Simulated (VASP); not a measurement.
# NbPdSe3 (Pm-3m) in VASP: a series of runs, part 2 of 2

VASP 6.6.1.

## 3. Single point, PBE

This run uses another cell than the first one, of 22.46 Å³/atom.

Contents of INCAR:

```
ALGO = Normal ; EDIFF = 1E-7
ENCUT = 520 ; GGA = PE
ISIF = 2 ; ISMEAR = 0
LASPH = T ; LCHARG = F
LREAL = F ; LWAVE = F
NBANDS = 28 ; NELM = 100
PREC = Accurate ; SIGMA = 0.1
```

Contents of KPOINTS:

```
k-points
0
Gamma
  4 4 4
```

Contents of POSCAR:

```
NbPdSe3
1.0
    4.8246388048      0.0000000000      0.0000000000
    0.0000000000      4.8246388048      0.0000000000
    0.0000000000      0.0000000000      4.8246388048
Nb Pd Se
1 1 3
Direct
    0.0000000000      0.0000000000      0.0000000000
    0.5000000000      0.5000000000      0.5000000000
    0.0000000000      0.5000000000      0.5000000000
    0.5000000000      0.0000000000      0.5000000000
    0.5000000000      0.5000000000      0.0000000000
```

Potentials or basis: VASP PAW PBE potentials, release 64 (Nb_sv, Pd, Se).

The run is started by

```bash
> cat potpaw_PBE.64/Nb_sv/POTCAR potpaw_PBE.64/Pd/POTCAR potpaw_PBE.64/Se/POTCAR > POTCAR
> mpirun -np 1 vasp_std > vasp.out
```

Run time: 55 s. Hardware: 1 thread of Intel Xeon 8259CL, shared host; peak memory 0.22 GiB.

Results (log left out):

- Free energy: -22.8952 eV
- Pressure: 0.0 GPa
- Band gap on the k mesh: zero (an odd number of electrons rules out a gap without spin polarisation)

Levels at points of the mesh, in eV from the Fermi level:
| k point | band 16 | band 17 | band 18 | band 19 | band 20 | band 21 | band 22 | band 23 | band 24 | band 25 |
| --- | --- | --- | --- | --- | --- | --- | --- | --- | --- | --- |
| (0.00, 0.00, 0.00) | -1.54 | -1.54 | -1.54 | -0.66 | -0.66 | -0.66 | -0.41 | -0.41 | -0.19 | -0.19 |
| (0.50, 0.00, 0.00) | -2.74 | -1.38 | -1.38 | -1.00 | -1.00 | -0.26 | -0.22 | 0.04 | 1.19 | 1.28 |
| (0.50, 0.50, 0.00) | -2.29 | -1.67 | -1.59 | -1.59 | -0.66 | 0.10 | 0.12 | 1.24 | 1.45 | 1.45 |
| (0.50, 0.50, 0.50) | -1.86 | -0.01 | -0.01 | -0.01 | 0.08 | 0.17 | 0.17 | 0.18 | 0.18 | 0.18 |

## 4. Relaxation of cell and atoms, PBE

Contents of INCAR:

```
SYSTEM = NbPdSe3
PREC = Accurate
ENCUT = 600
EDIFF = 1E-6
ISMEAR = 0
SIGMA = 0.1
LREAL = .False.
LASPH = .True.
NELM = 100
ALGO = Normal
ISIF = 3
LWAVE = .False.
LCHARG = .False.
GGA = PE
IBRION = 2
NSW = 90
EDIFFG = -0.04
```

Contents of KPOINTS:

```
regular mesh
0
Gamma
  4 4 4
  0 0 0
```

POSCAR: that of step 3 with these lines changed.

```diff
@@ -2,5 +2,5 @@
 1.0
-    4.8246388048      0.0000000000      0.0000000000
-    0.0000000000      4.8246388048      0.0000000000
-    0.0000000000      0.0000000000      4.8246388048
+    4.6942256800      0.0000000000      0.0000000000
+    0.0000000000      4.6942256800      0.0000000000
+    0.0000000000      0.0000000000      4.6942256800
 Nb Pd Se
```

The run is started by

```bash
> cat potpaw_PBE.64/Nb_sv/POTCAR potpaw_PBE.64/Pd/POTCAR potpaw_PBE.64/Se/POTCAR > POTCAR
> mpirun -np 1 vasp_std > vasp.out
```

Run time: 5 min. Hardware: 1 thread of Intel Xeon 8259CL, shared host; peak memory 0.27 GiB.

The run converged. Its results:

| Property | Result |
| --- | --- |
| Free energy | -22.8798 eV |
| Relaxed volume | 22.48 Å³/atom |
| Relaxed cell | a = 4.826 Å, b = 4.826 Å, c = 4.826 Å, α = 90.00°, β = 90.00°, γ = 90.00° |
| Space group after relaxing (to 0.1 Å) | Pm-3m (No. 221) |
| Energy gained by relaxing | 43.4 meV/atom |
| Ionic steps | 3 |
| Pressure after relaxing | 0.0 GPa |

Step by step:
```csv
step,energy change (eV),largest force (eV/Å),pressure (GPa),volume (Å³)
1,0.0000,0.0000,8.47,103.44
2,-0.0737,0.0000,-5.12,120.69
3,-0.2169,0.0000,-0.04,112.40
```

Final structure:
```
CELL_PARAMETERS angstrom
4.82598 0.00000 0.00000
0.00000 4.82598 0.00000
0.00000 0.00000 4.82598
ATOMIC_POSITIONS crystal
Nb 0.00000 0.00000 0.00000
Pd 0.50000 0.50000 0.50000
Se 0.00000 0.50000 0.50000
Se 0.50000 0.00000 0.50000
Se 0.50000 0.50000 0.00000
```

Levels at points of the mesh, in eV from the Fermi level:
| k point | band 16 | band 17 | band 18 | band 19 | band 20 | band 21 | band 22 | band 23 | band 24 |
| --- | --- | --- | --- | --- | --- | --- | --- | --- | --- |
| (0.00, 0.00, 0.00) | -1.55 | -1.55 | -1.55 | -0.67 | -0.67 | -0.67 | -0.42 | -0.42 | -0.19 |
| (0.50, 0.00, 0.00) | -2.75 | -1.38 | -1.38 | -1.01 | -1.01 | -0.27 | -0.23 | 0.03 | 1.18 |
| (0.50, 0.50, 0.00) | -2.29 | -1.68 | -1.60 | -1.60 | -0.67 | 0.09 | 0.11 | 1.23 | 1.44 |
| (0.50, 0.50, 0.50) | -1.86 | -0.02 | -0.02 | -0.02 | 0.07 | 0.16 | 0.17 | 0.17 | 0.17 |

Caveat: the highest band is partly filled, so the run has too few bands.

## 5. Single point, PBE

This run uses another cell than the first one, of 22.53 Å³/atom.

Contents of INCAR:

```
PREC = Accurate
ENCUT = 520
EDIFF = 1E-7
ISMEAR = 0
SIGMA = 0.1
LREAL = F
LASPH = T
NELM = 100
ALGO = Normal
ISIF = 2
LWAVE = F
LCHARG = F
GGA = PE
NBANDS = 28
```

Contents of KPOINTS:

```
Automatic mesh
0
Gamma
  8 8 8
```

POSCAR: that of step 4 with these lines changed.

```diff
@@ -2,5 +2,5 @@
 1.0
-    4.6942256800      0.0000000000      0.0000000000
-    0.0000000000      4.6942256800      0.0000000000
-    0.0000000000      0.0000000000      4.6942256800
+    4.8297712492      0.0000000000      0.0000000000
+    0.0000000000      4.8297712492      0.0000000000
+    0.0000000000      0.0000000000      4.8297712492
 Nb Pd Se
```

The run is started by

```bash
> cat potpaw_PBE.64/Nb_sv/POTCAR potpaw_PBE.64/Pd/POTCAR potpaw_PBE.64/Se/POTCAR > POTCAR
> mpirun -np 1 vasp_std > vasp.out
```

Run time: 2.7 min. Hardware: 1 thread of Intel Xeon 8259CL, shared host; peak memory 0.28 GiB.

The run converged. Its results:

- Free energy: -22.6792 eV
- Pressure: 0.0 GPa
- Band gap on the k mesh: zero (an odd number of electrons rules out a gap without spin polarisation)

Levels at points of the mesh, in eV from the Fermi level:
```csv
k point,band 16,band 17,band 18,band 19,band 20,band 21,band 22,band 23,band 24,band 25
"(0.00, 0.00, 0.00)",-1.52,-1.52,-1.52,-0.62,-0.62,-0.62,-0.44,-0.44,-0.22,-0.22
"(0.50, 0.00, 0.00)",-2.63,-1.35,-1.35,-0.94,-0.94,-0.26,-0.18,-0.01,1.16,1.25
"(0.50, 0.50, 0.00)",-2.21,-1.58,-1.55,-1.55,-0.67,0.07,0.08,1.22,1.42,1.42
"(0.50, 0.50, 0.50)",-1.78,-0.05,-0.05,-0.05,0.07,0.12,0.12,0.20,0.20,0.20
```

## 6. Relaxation of cell and atoms, PBE

This run uses another cell than the first one, of 22.46 Å³/atom.

Contents of INCAR:

```
SYSTEM = NbPdSe3
PREC = Accurate
ENCUT = 600
EDIFF = 1E-6
ISMEAR = 0
SIGMA = 0.1
LREAL = .False.
LASPH = .True.
NELM = 60
ALGO = Normal
ISIF = 3
LWAVE = .False.
LCHARG = .False.
GGA = PE
IBRION = 2
NSW = 100
EDIFFG = -0.01
```

Contents of KPOINTS:

```
regular mesh
0
Gamma
  8 8 8
  0 0 0
```

POSCAR: that of step 5 with these lines changed.

```diff
@@ -2,5 +2,5 @@
 1.0
-    4.8297712492      0.0000000000      0.0000000000
-    0.0000000000      4.8297712492      0.0000000000
-    0.0000000000      0.0000000000      4.8297712492
+    4.8246388048      0.0000000000      0.0000000000
+    0.0000000000      4.8246388048      0.0000000000
+    0.0000000000      0.0000000000      4.8246388048
 Nb Pd Se
```

Potentials or basis: VASP PAW PBE potentials, release 64 (Nb_sv, Pd, Se).

The run is started by

```bash
> cat potpaw_PBE.64/Nb_sv/POTCAR potpaw_PBE.64/Pd/POTCAR potpaw_PBE.64/Se/POTCAR > POTCAR
> mpirun -np 1 vasp_std > vasp.out
```

Run time: 9 min. Hardware: 1 thread of Intel Xeon 8259CL, shared host; peak memory 0.34 GiB.

It converged, with:

* Free energy: -22.6764 eV
* Relaxed volume: 22.54 Å³/atom
* Relaxed cell: a = 4.831 Å, b = 4.831 Å, c = 4.831 Å, α = 90.00°, β = 90.00°, γ = 90.00°
* Space group after relaxing (to 0.1 Å): Pm-3m (No. 221)
* Energy gained by relaxing: 0.1 meV/atom
* Ionic steps: 3
* Pressure after relaxing: 0.0 GPa

The path:
```
step  energy change (eV)  largest force (eV/Å)  pressure (GPa)  volume (Å³)
   1              0.0000                0.0000            0.31       112.30
   2             -0.0002                0.0000           -0.21       113.01
   3             -0.0004                0.0000            0.00       112.72
```

Final structure:
```cif
data_structure
_symmetry_space_group_name_H-M 'P 1'
_symmetry_Int_Tables_number 1
_cell_length_a 4.8306
_cell_length_b 4.8306
_cell_length_c 4.8306
_cell_angle_alpha 90.000
_cell_angle_beta 90.000
_cell_angle_gamma 90.000
_cell_volume 112.72
loop_
_atom_site_label
_atom_site_type_symbol
_atom_site_fract_x
_atom_site_fract_y
_atom_site_fract_z
_atom_site_occupancy
Nb1 Nb 0.00000 0.00000 0.00000 1
Pd1 Pd 0.50000 0.50000 0.50000 1
Se1 Se 0.00000 0.50000 0.50000 1
Se2 Se 0.50000 0.00000 0.50000 1
Se3 Se 0.50000 0.50000 0.00000 1
```

Levels at points of the mesh, in eV from the Fermi level:
```
           k point  band 17  band 18  band 19  band 20  band 21  band 22  band 23  band 24
(0.00, 0.00, 0.00)    -1.52    -1.52    -0.63    -0.63    -0.63    -0.44    -0.44    -0.22
(0.50, 0.00, 0.00)    -1.35    -1.35    -0.95    -0.95    -0.26    -0.18    -0.01     1.15
(0.50, 0.50, 0.00)    -1.58    -1.55    -1.55    -0.67     0.06     0.08     1.22     1.42
(0.50, 0.50, 0.50)    -0.05    -0.05    -0.05     0.06     0.12     0.12     0.20     0.20
```

Caveat: the highest band is partly filled, so the run has too few bands.

## 7. Summary

| task | cell | k mesh | cutoff (eV) | gap on the mesh (eV) | pressure (GPa) | relaxed volume (Å³/atom) |
| --- | --- | --- | --- | --- | --- | --- |
| single point | a = 4.694 Å, 5 atoms | 4 × 4 × 4 | 520 | none | 8.4 | - |
| single point | a = 4.825 Å, 5 atoms | 4 × 4 × 4 | 520 | none | 0.0 | - |
| relaxation of cell and atoms | relaxed from a = 4.694 Å, 5 atoms | 4 × 4 × 4 | 600 | - | 0.0 | 22.48 |
| single point | a = 4.830 Å, 5 atoms | 8 × 8 × 8 | 520 | none | 0.0 | - |
| relaxation of cell and atoms | relaxed from a = 4.825 Å, 5 atoms | 8 × 8 × 8 | 600 | - | 0.0 | 22.54 |

Alike in all rows: level PBE; potentials or basis VASP PAW PBE potentials, release 64 (Nb_sv, Pd, Se); no spin polarisation; smearing gaussian 0.1 eV.

Caveats: the highest band is partly filled, so the run has too few bands (at least some runs); the cell stands under pressure (at least some runs).

Total energies depend on the potentials used, so only differences within one code and one set of settings carry meaning.
